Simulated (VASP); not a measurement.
Input of a VASP 6.6.1 run:

INCAR

```
SYSTEM = Ru
  ALGO = Fast
  EDIFF = 1E-7
  ENCUT = 520
  GGA = PS
  ISIF = 2
  ISMEAR = 0
  LASPH = .TRUE.
  LCHARG = .FALSE.
  LREAL = .FALSE.
  LWAVE = .FALSE.
  NBANDS = 21
  NELM = 80
  PREC = Accurate
  SIGMA = 0.15
```

Contents of KPOINTS:

```
k-points
0
G
  24 24 12
  0 0 0
```

POSCAR

```
Ru
1.0
    2.7057993342      0.0000000000      0.0000000000
   -1.3528996671      2.3432909610      0.0000000000
    0.0000000000      0.0000000000      4.4531760000
Ru
2
Direct
    0.3333333333      0.6666666667      0.2500000000
    0.6666666667      0.3333333333      0.7500000000
```

Potentials or basis: VASP PAW PBE potentials, release 64 (Ru_pv).

Launch:

```console
$ cat potpaw_PBE.64/Ru_pv/POTCAR > POTCAR
$ mpirun -np 1 vasp_std > vasp.out
```

(1) What does it give for the band gap on the k mesh?

(2) Predict the pressure.

## Answers

(1) zero (bands 14 and 15 overlap by 2.94 eV).

(2) -17.5 GPa.

Caveat: the cell differs from its parent crystal (strain +0.000 along x and y, +0.040 along z); the stress differs along the axes, from -29 to -12 GPa; the PAW data sets were made with another functional, which shifts forces and pressure a little.
